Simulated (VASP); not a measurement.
Runs of VASP 6.6.1 on Ga. The structure is that of space group Im-3m (No. 229), or close to it. The cells are those of the table. 

| task | cell | k mesh | gap on the mesh (eV) | pressure (GPa) |
| --- | --- | --- | --- | --- |
| single point | a = 2.739 Å, angles 109.5°, 1 atom | 15 × 15 × 15 | none | 10.2 |
| single point | a = 2.933 Å, angles 109.5°, 1 atom | 15 × 15 × 15 | none | -3.8 |
| relaxation of cell and atoms | relaxed from a = 2.942 Å, angles 109.5°, 1 atom | 13 × 13 × 13 | none | -0.1 |
| single point | a = 2.859 Å, angles 109.5°, 1 atom | 13 × 13 × 13 | none | (a) |
| single point | a = 2.896 Å, angles 109.5°, 1 atom | 15 × 15 × 15 | none | -2.2 |

Alike in all rows: level PBEsol; potentials or basis VASP PAW PBE potentials, release 64 (Ga_d); no spin polarisation; cutoff (eV) 500; smearing fermi-dirac 0.1 eV.

Problem. Estimate the missing entries.

Solution. (a) 0.0.

Caveats: the PAW data sets were made with another functional, which shifts forces and pressure a little.

A k mesh can miss the band edges, and the runs leave out spin-orbit coupling on Ga.

A gap of «none» marks levels without a gap at the run's occupations.
